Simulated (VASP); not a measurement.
# Pb2O (Pn-3m) in VASP: a series of runs

Pb2O is run at these levels: r2SCAN; tasks: relaxation of the atoms.

All numbers are computed with VASP 6.6.1; they aren't measurements. Logs are shortened: lines on timing, memory, paths and dates and some standing lists are left out, and cuts for length are marked.

**1. The cell of the first run**

The structure is cubic, space group Pn-3m (No. 224). Conventional cell: a = 5.340 Å, b = 5.340 Å, c = 5.340 Å, α = 90.00°, β = 90.00°, γ = 90.00°. Within 3.1 Å of Pb (site symmetry -3m) lie 2 O at 2.31 Å. O (site symmetry -43m) has 4 Pb at 2.31 Å within 3.1 Å.

**2. Relaxation of the atoms, r2SCAN**

POSCAR reads:

```
Pb2O
1.0
    5.3395067000      0.0000000000      0.0000000000
    0.0000000000      5.3395067000      0.0000000000
    0.0000000000      0.0000000000      5.3395067000
Pb O
4 2
Direct
    0.2500000000      0.2500000000      0.2500000000
    0.7500000000      0.7500000000      0.2500000000
    0.2500000000      0.7500000000      0.7500000000
    0.7500000000      0.2500000000      0.7500000000
    0.0000000000      0.0000000000      0.0000000000
    0.5000000000      0.5000000000      0.5000000000
```

INCAR.step1 reads:

```
PREC = Accurate ; ENCUT = 580
ISMEAR = -1 ; SIGMA = 0.1
LREAL = False ; LASPH = True
NELM = 120 ; GGA = PE
ALGO = Normal ; EDIFF = 1E-5
LWAVE = True ; LCHARG = False
GGA_COMPAT = False ; IBRION = 2
EDIFFG = -0.01 ; NELMIN = 4
NSW = 100 ; KPAR = 4
```

INCAR.step2 reads:

```
PREC = Accurate ; ENCUT = 580
EDIFF = 1E-7 ; ISMEAR = -1
SIGMA = 0.1 ; LREAL = False
LASPH = True ; NELM = 120
ALGO = Normal ; ISIF = 2
LWAVE = False ; LCHARG = False
METAGGA = R2SCAN ; LMIXTAU = True
IBRION = 2 ; NSW = 50
EDIFFG = -0.01 ; ISTART = 1
GGA_COMPAT = False ; NELMIN = 4
KPAR = 4
```

KPOINTS reads:

```
Automatic mesh
0
Gamma
  6 6 6
```

Potentials or basis: VASP PAW PBE potentials, release 64 (Pb_d, O).

On the command line:

```sh
$ cat potpaw_PBE.64/Pb_d/POTCAR potpaw_PBE.64/O/POTCAR > POTCAR
$ cp INCAR.step1 INCAR
$ mpirun -np 4 vasp_std > vasp.out
$ cp INCAR.step2 INCAR
$ mpirun -np 4 vasp_std > vasp.out
```

OUTCAR:

```text
PREC = Accurate
   ENCUT = 580
   EDIFF = 1E-7
   ISMEAR = -1
   LREAL = False
   LASPH = True
   NELM = 120
   ISIF = 2
   METAGGA = R2SCAN
   IBRION = 2
   NSW = 50
   EDIFFG = -0.01
   ISTART = 1
   NELMIN = 4

 ion  position               nearest neighbor table
   1  0.250  0.250  0.250-   5 2.31   6 2.31   4 3.78   2 3.78   3 3.78   3 3.78   4 3.78   2 3.78
                             3 3.78   3 3.78   2 3.78   4 3.78   4 3.78   2 3.78
   2  0.750  0.750  0.250-   5 2.31   6 2.31   4 3.78   1 3.78   3 3.78   3 3.78   4 3.78   1 3.78
                             4 3.78   4 3.78   1 3.78   3 3.78   3 3.78   1 3.78
   3  0.250  0.750  0.750-   5 2.31   6 2.31   4 3.78   1 3.78   2 3.78   1 3.78   2 3.78   1 3.78
                             4 3.78   1 3.78   2 3.78   4 3.78   2 3.78   4 3.78
   4  0.750  0.250  0.750-   5 2.31   6 2.31   3 3.78   1 3.78   2 3.78   1 3.78   2 3.78   2 3.78
                             3 3.78   2 3.78   1 3.78   3 3.78   1 3.78   3 3.78
   5  0.000  0.000  0.000-   1 2.31   2 2.31   3 2.31   4 2.31
   6  0.500  0.500  0.500-   1 2.31   2 2.31   3 2.31   4 2.31

  LATTYP: Found a simple cubic cell.
 ALAT       =     5.3395067000

  Lattice vectors:

 A1 = (   5.3395067000,   0.0000000000,   0.0000000000)
 A2 = (   0.0000000000,   5.3395067000,   0.0000000000)
 A3 = (   0.0000000000,   0.0000000000,   5.3395067000)

Analysis of symmetry for initial positions (statically):
=====================================================================
 Subroutine PRICEL returns:
 Original cell was already a primitive cell.

 Routine SETGRP: Setting up the symmetry group for a
 simple cubic supercell.

 Subroutine GETGRP returns: Found 48 space group operations
 (whereof 24 operations were pure point group operations)
 out of a pool of 48 trial point group operations.

The static configuration has the point symmetry T_d .
 The point group associated with its full space group is O_h .

Analysis of symmetry for dynamics (positions and initial velocities):
=====================================================================
 Subroutine PRICEL returns:
 Original cell was already a primitive cell.

 Routine SETGRP: Setting up the symmetry group for a
 simple cubic supercell.

 Subroutine GETGRP returns: Found 48 space group operations
 (whereof 24 operations were pure point group operations)
 out of a pool of 48 trial point group operations.

The dynamic configuration has the point symmetry T_d .
 The point group associated with its full space group is O_h .

 Subroutine INISYM returns: Found 48 space group operations
 (whereof 24 operations are pure point group operations),
 and found     1 'primitive' translations

----------------------------------------------------------------------------------------

                                     Primitive cell

  volume of cell :     152.2311

  direct lattice vectors                    reciprocal lattice vectors
     5.339506700  0.000000000  0.000000000     0.187283219  0.000000000  0.000000000
     0.000000000  5.339506700  0.000000000     0.000000000  0.187283219  0.000000000
     0.000000000  0.000000000  5.339506700     0.000000000  0.000000000  0.187283219

  length of vectors
     5.339506700  5.339506700  5.339506700     0.187283219  0.187283219  0.187283219

  position of ions in fractional coordinates (direct lattice)
     0.250000000  0.250000000  0.250000000
     0.750000000  0.750000000  0.250000000
     0.250000000  0.750000000  0.750000000
     0.750000000  0.250000000  0.750000000
     0.000000000  0.000000000  0.000000000
     0.500000000  0.500000000  0.500000000

  ion indices of the primitive-cell ions
   primitive index   ion index
                 1           1
                 2           2
                 3           3
                 4           4
                 5           5
                 6           6

----------------------------------------------------------------------------------------

 KPOINTS: Automatic mesh

Automatic generation of k-mesh.
 Grid dimensions read from file:
 generate k-points for:    6    6    6

 Generating k-lattice:

  Cartesian coordinates                     Fractional coordinates (reciprocal lattice)
     0.031213870  0.000000000  0.000000000     0.166666667  0.000000000  0.000000000
     0.000000000  0.031213870  0.000000000     0.000000000  0.166666667  0.000000000
     0.000000000  0.000000000  0.031213870     0.000000000  0.000000000  0.166666667

  Length of vectors
     0.031213870  0.031213870  0.031213870

  Shift w.r.t. Gamma in fractional coordinates (k-lattice)
     0.000000000  0.000000000  0.000000000

 Subroutine IBZKPT returns following result:
 ===========================================

 Found     20 irreducible k-points:

 Following reciprocal coordinates:
            Coordinates               Weight
  0.000000  0.000000  0.000000      1.000000
  0.166667  0.000000  0.000000      6.000000
[... 39 lines left out ...]
   EFERMI =   0.00;   METHOD = LEGACY
   ISMEAR =    -1;   SIGMA  =   0.10  broadening in eV -4-tet -1-fermi 0-gaus
   EFERMI_NEDOS =   21; number of points for ismear=-14 and -15
   IALGO  =     38    algorithm
   IMIX   =      4    mixing-type and parameters
     AMIX     =   0.40;   BMIX     =  1.00
     AMIX_MAG =   1.60;   BMIX_MAG =  1.00
  volume/ion in A,a.u.               =      25.37       171.22
  Fermi-wavevector in a.u.,A,eV,Ry     =   1.251440  2.364879 21.308109  1.566102
  Thomas-Fermi vector in A             =   2.385387
   LORBIT       =      0    0 simple, 1 ext, 2 COOP (PROOUT), +10 PAW based schemes
   METAGGA = R2SCAN    functional components
   LHFCALC =     F    Hartree Fock is set to
   AEXX    =    0.0000 exact exchange contribution
   IVDW    =     0    specifies the selected vdW correction
   LEPSILON=     F    determine dielectric tensor
   LRPA    =     F    only Hartree local field effects (RPA)
 conjugate gradient relaxation of ions
 non-spin polarized calculation
  energy-cutoff  :      580.00
  volume of cell :      152.23
 maximum number of plane-waves:      4853
 NGX is ok and might be reduce to    42
   NGX = 21   NGY = 21   NGZ = 21

 number of electron      68.0000029 magnetization

 Free energy of the ion-electron system (eV)
  ---------------------------------------------------
  ext. energy  EPLUGINS =         0.00000000
  ---------------------------------------------------
  free energy    TOTEN  =      -239.67765082 eV

  energy without entropy =     -239.62855451  energy(sigma->0) =     -239.65310266

 E-fermi :   5.0940     XC(G=0): -10.2464

 val. band max:        5.0747355321   @ k =   0.5000   0.3333   0.3333
 cond. band min:       5.1683719259   @ k =   0.5000   0.1667   0.1667
 fundamental gap:      0.0936363938
 Fermi energy:         5.0939609822

 k-point     1 :       0.0000    0.0000    0.0000
  band No.  band energies     occupation
      1     -14.6337      2.00000
      2     -13.5590      2.00000
      3     -12.0114      2.00000
      4     -12.0114      2.00000
      5     -11.9499      2.00000
      6     -11.9499      2.00000
[... 32 lines left out ...]
     39      11.0348      0.00000
     40      11.0348      0.00000

 k-point     2 :       0.1667    0.0000    0.0000
  band No.  band energies     occupation
      1     -14.5826      2.00000
      2     -13.6729      2.00000
      3     -12.0038      2.00000
      4     -11.9964      2.00000
      5     -11.9462      2.00000
      6     -11.9408      2.00000
[... 32 lines left out ...]
     39       9.9542      0.00000
     40      10.4679      0.00000

 k-point     3 :       0.3333    0.0000    0.0000
  band No.  band energies     occupation
      1     -14.4343      2.00000
      2     -13.9288      2.00000
      3     -11.9841      2.00000
      4     -11.9554      2.00000
      5     -11.9470      2.00000
      6     -11.9181      2.00000
[... 681 lines left out ...]
  band No.  band energies     occupation
      1     -14.5743      2.00000
      2     -13.6838      2.00000
      3     -11.9439      2.00000
      4     -11.9439      2.00000
      5     -11.9362      2.00000
      6     -11.9268      2.00000
[... 32 lines left out ...]
     39       9.3908      0.00000
     40       9.9979      0.00000

 k-point    20 :       0.5000    0.5000    0.5000
  band No.  band energies     occupation
      1     -14.6242      2.00000
      2     -13.5729      2.00000
      3     -11.9458      2.00000
      4     -11.9458      2.00000
      5     -11.9458      2.00000
      6     -11.9306      2.00000
[... 32 lines left out ...]
     39      10.0231      0.00000
     40      10.1506      0.00000

------------------------ aborting loop because EDIFF is reached ----------------------------------------

  FORCE on cell =-STRESS in cart. coord.  units (eV):
  Direction    XX          YY          ZZ          XY          YZ          ZX
  --------------------------------------------------------------------------------------
  -------------------------------------------------------------------------------------
  Total        2.4659694      2.4659694      2.4659694      0.0000000     -0.0000000      0.0000000
  in kB       25.9534358     25.9534358     25.9534358      0.0000000     -0.0000000      0.0000000
  external PRESSURE =      25.9534358 kB  Pullay stress =       0.0000000 kB

 VOLUME and BASIS-vectors are now :
 -----------------------------------------------------------------------------
  energy-cutoff  :      580.00
  volume of cell :      152.23
      direct lattice vectors                 reciprocal lattice vectors
     5.339506700  0.000000000  0.000000000     0.187283219  0.000000000  0.000000000
     0.000000000  5.339506700  0.000000000     0.000000000  0.187283219  0.000000000
     0.000000000  0.000000000  5.339506700     0.000000000  0.000000000  0.187283219

 POSITION                                       TOTAL-FORCE (eV/Angst)
 -----------------------------------------------------------------------------------
      1.33488      1.33488      1.33488        -0.000000      0.000000     -0.000000
      4.00463      4.00463      1.33488         0.000000     -0.000000      0.000000
      1.33488      4.00463      4.00463         0.000000      0.000000      0.000000
      4.00463      1.33488      4.00463        -0.000000     -0.000000     -0.000000
      0.00000      0.00000      0.00000        -0.000000     -0.000000      0.000000
      2.66975      2.66975      2.66975        -0.000000     -0.000000     -0.000000
 -----------------------------------------------------------------------------------
    total drift:                                0.000000      0.000000     -0.000000

  FREE ENERGIE OF THE ION-ELECTRON SYSTEM (eV)
  ---------------------------------------------------
  free  energy   TOTEN  =      -239.6776508190 eV

  energy  without entropy=     -239.6285545088  energy(sigma->0) =     -239.65310266

 reached required accuracy - stopping structural energy minimisation
```

Wall time 2.3 min (4 MPI ranks of Intel Xeon Platinum 8488C (Sapphire Rapids), shared host); peak memory 0.34 GiB.

What came out:

* Free energy: -239.6777 eV
* Pressure after relaxing: 2.6 GPa
* Band gap on the k mesh: zero (bands 34 and 35 overlap by 1.02 eV)

Final structure:
```
Pb O
1.0
     5.33951    0.00000    0.00000
     0.00000    5.33951    0.00000
     0.00000    0.00000    5.33951
Pb O
4 2
Cartesian
  1.3349 1.3349 1.3349
  4.0046 4.0046 1.3349
  1.3349 4.0046 4.0046
  4.0046 1.3349 4.0046
  0.0000 0.0000 0.0000
  2.6698 2.6698 2.6698
```

Caveat: the relaxation stopped at its first step, so nothing moved; the PAW data sets were made with another functional, which shifts forces and pressure a little; spin-orbit coupling is left out, which moves the levels of the heavy elements.

**3. Relaxation of the atoms, r2SCAN**

This run uses another cell than the first one, of 26.96 Å³/atom.

POSCAR, as its differences from that of step 2:

```diff
@@ -2,5 +2,5 @@
 1.0
-    5.3395067000      0.0000000000      0.0000000000
-    0.0000000000      5.3395067000      0.0000000000
-    0.0000000000      0.0000000000      5.3395067000
+    5.4485061900      0.0000000000      0.0000000000
+    0.0000000000      5.4485061900      0.0000000000
+    0.0000000000      0.0000000000      5.4485061900
 Pb O
```

INCAR.step1 reads:

```
PREC     = Accurate       # precision mode
ENCUT    = 580            # plane-wave cutoff, eV
ISMEAR   = -1             # smearing method
SIGMA    = 0.1            # smearing width, eV
LREAL    = F              # projectors in reciprocal space
LASPH    = T              # aspherical terms in the spheres
NELM     = 120            # most SCF steps
GGA      = PE             # functional
ALGO     = Normal         # electronic algorithm
EDIFF    = 1E-5           # SCF threshold, eV
LWAVE    = T              # write WAVECAR
LCHARG   = F              # write CHGCAR
GGA_COMPAT= F            
IBRION   = 2              # ionic algorithm
EDIFFG   = -0.01          # ionic threshold
NELMIN   = 4            
NSW      = 100            # ionic steps
KPAR     = 4
```

INCAR.step2 reads:

```
PREC     = Accurate       # precision mode
ENCUT    = 580            # plane-wave cutoff, eV
EDIFF    = 1E-7           # SCF threshold, eV
ISMEAR   = -1             # smearing method
SIGMA    = 0.1            # smearing width, eV
LREAL    = F              # projectors in reciprocal space
LASPH    = T              # aspherical terms in the spheres
NELM     = 120            # most SCF steps
ALGO     = Normal         # electronic algorithm
ISIF     = 2              # what is computed and relaxed
LWAVE    = F              # write WAVECAR
LCHARG   = F              # write CHGCAR
METAGGA  = R2SCAN         # meta-GGA
LMIXTAU  = T            
IBRION   = 2              # ionic algorithm
NSW      = 50             # ionic steps
EDIFFG   = -0.01          # ionic threshold
ISTART   = 1            
GGA_COMPAT= F            
NELMIN   = 4            
KPAR     = 4
```

KPOINTS is that of step 2.

Potentials or basis: VASP PAW PBE potentials, release 64 (Pb_d, O).

On the command line:

```sh
$ cat potpaw_PBE.64/Pb_d/POTCAR potpaw_PBE.64/O/POTCAR > POTCAR
$ cp INCAR.step1 INCAR
$ mpirun -np 4 vasp_std > vasp.out
$ cp INCAR.step2 INCAR
$ mpirun -np 4 vasp_std > vasp.out
```

Wall time 3.2 min (4 MPI ranks of Intel Xeon Platinum 8488C (Sapphire Rapids), shared host); peak memory 0.42 GiB.

The run converged. Its results:

* Free energy: -239.7288 eV
* Pressure after relaxing: -0.9 GPa
* Band gap on the k mesh: zero (bands 34 and 35 overlap by 0.93 eV)

Final structure:
```yaml
crystal:
  lattice:
    - [5.44851, 0.00000, 0.00000]
    - [0.00000, 5.44851, 0.00000]
    - [0.00000, 0.00000, 5.44851]
  atoms:
    - { symbol: Pb, position: [0.25000, 0.25000, 0.25000] }
    - { symbol: Pb, position: [0.75000, 0.75000, 0.25000] }
    - { symbol: Pb, position: [0.25000, 0.75000, 0.75000] }
    - { symbol: Pb, position: [0.75000, 0.25000, 0.75000] }
    - { symbol: O, position: [0.00000, 0.00000, 0.00000] }
    - { symbol: O, position: [0.50000, 0.50000, 0.50000] }
```

Levels at points of the mesh, in eV from the Fermi level:
| k point | band 30 | band 31 | band 32 | band 33 | band 34 | band 35 | band 36 | band 37 | band 38 | band 39 |
| --- | --- | --- | --- | --- | --- | --- | --- | --- | --- | --- |
| (0.00, 0.00, 0.00) | -2.03 | -2.03 | -0.69 | -0.69 | -0.69 | 2.07 | 2.07 | 2.07 | 2.96 | 5.52 |
| (0.50, 0.00, 0.00) | -2.45 | -1.09 | -1.09 | -0.57 | -0.57 | 1.06 | 1.06 | 2.00 | 2.00 | 4.46 |
| (0.50, 0.50, 0.00) | -3.12 | -1.31 | -1.31 | -0.15 | -0.15 | 1.46 | 1.46 | 1.96 | 1.96 | 4.60 |
| (0.50, 0.50, 0.50) | -0.97 | -0.97 | -0.97 | -0.86 | -0.86 | -0.86 | 1.64 | 4.59 | 4.59 | 4.59 |

Caveat: the relaxation stopped at its first step, so nothing moved; the PAW data sets were made with another functional, which shifts forces and pressure a little; spin-orbit coupling is left out, which moves the levels of the heavy elements.

**4. Relaxation of the atoms, r2SCAN**

This run uses another cell than the first one, of 24.84 Å³/atom.

POSCAR, as its differences from that of step 3:

```diff
@@ -2,5 +2,5 @@
 1.0
-    5.4485061900      0.0000000000      0.0000000000
-    0.0000000000      5.4485061900      0.0000000000
-    0.0000000000      0.0000000000      5.4485061900
+    5.3021662700      0.0000000000      0.0000000000
+    0.0000000000      5.3021662700      0.0000000000
+    0.0000000000      0.0000000000      5.3021662700
 Pb O
```

INCAR.step1 reads:

```
PREC = Accurate
ENCUT = 580
ISMEAR = -1
SIGMA = 0.1
LREAL = F
LASPH = T
NELM = 120
GGA = PE
ALGO = Normal
EDIFF = 1E-5
LWAVE = T
LCHARG = F
GGA_COMPAT = F
IBRION = 2
EDIFFG = -0.01
NELMIN = 4
NSW = 100
KPAR = 4
```

INCAR.step2 reads:

```
PREC = Accurate
ENCUT = 580
EDIFF = 1E-7
ISMEAR = -1
SIGMA = 0.1
LREAL = F
LASPH = T
NELM = 120
ALGO = Normal
ISIF = 2
LWAVE = F
LCHARG = F
METAGGA = R2SCAN
LMIXTAU = T
IBRION = 2
NSW = 50
EDIFFG = -0.01
ISTART = 1
GGA_COMPAT = F
NELMIN = 4
KPAR = 4
```

KPOINTS is that of step 3.

On the command line:

```sh
$ cat potpaw_PBE.64/Pb_d/POTCAR potpaw_PBE.64/O/POTCAR > POTCAR
$ cp INCAR.step1 INCAR
$ mpirun -np 4 vasp_std > vasp.out
$ cp INCAR.step2 INCAR
$ mpirun -np 4 vasp_std > vasp.out
```

Wall time 2.5 min (4 MPI ranks of Intel Xeon Platinum 8488C (Sapphire Rapids), shared host); peak memory 0.35 GiB.

It converged, with:

- Free energy: -239.6101 eV
- Pressure after relaxing: 4.0 GPa
- Band gap on the k mesh: zero (bands 34 and 35 overlap by 1.01 eV)

Final structure:
```yaml
crystal:
  lattice:
    - [5.30217, 0.00000, 0.00000]
    - [0.00000, 5.30217, 0.00000]
    - [0.00000, 0.00000, 5.30217]
  atoms:
    - { symbol: Pb, position: [0.25000, 0.25000, 0.25000] }
    - { symbol: Pb, position: [0.75000, 0.75000, 0.25000] }
    - { symbol: Pb, position: [0.25000, 0.75000, 0.75000] }
    - { symbol: Pb, position: [0.75000, 0.25000, 0.75000] }
    - { symbol: O, position: [0.00000, 0.00000, 0.00000] }
    - { symbol: O, position: [0.50000, 0.50000, 0.50000] }
```

Levels at points of the mesh, in eV from the Fermi level:
| k point | band 31 | band 32 | band 33 | band 34 | band 35 | band 36 | band 37 | band 38 |
| --- | --- | --- | --- | --- | --- | --- | --- | --- |
| (0.00, 0.00, 0.00) | -2.25 | -0.53 | -0.53 | -0.53 | 2.23 | 2.23 | 2.23 | 3.23 |
| (0.50, 0.00, 0.00) | -1.01 | -1.01 | -0.66 | -0.66 | 1.26 | 1.26 | 2.11 | 2.11 |
| (0.50, 0.50, 0.00) | -1.24 | -1.24 | -0.18 | -0.18 | 1.70 | 1.70 | 2.09 | 2.09 |
| (0.50, 0.50, 0.50) | -0.99 | -0.99 | -0.93 | -0.93 | -0.93 | 1.74 | 5.05 | 5.05 |

Caveat: the relaxation stopped at its first step, so nothing moved; the PAW data sets were made with another functional, which shifts forces and pressure a little; spin-orbit coupling is left out, which moves the levels of the heavy elements.

**5. Summary**

```tsv
cell	gap on the mesh (eV)	pressure (GPa)
atoms relaxed from a = 5.340 Å, 6 atoms	none	2.6
atoms relaxed from a = 5.449 Å, 6 atoms	none	-0.9
atoms relaxed from a = 5.302 Å, 6 atoms	none	4.0
```

Alike in all rows: task relaxation of the atoms; level r2SCAN; potentials or basis VASP PAW PBE potentials, release 64 (Pb_d, O); no spin polarisation; k mesh 6 × 6 × 6; cutoff (eV) 580; smearing fermi-dirac 0.1 eV.

Caveats: the relaxation stopped at its first step, so nothing moved; the PAW data sets were made with another functional, which shifts forces and pressure a little; spin-orbit coupling is left out, which moves the levels of the heavy elements.

Total energies depend on the potentials used, so only differences within one code and one set of settings carry meaning.

The gap in the log of VASP goes by the Fermi energy; the results here count the filled bands.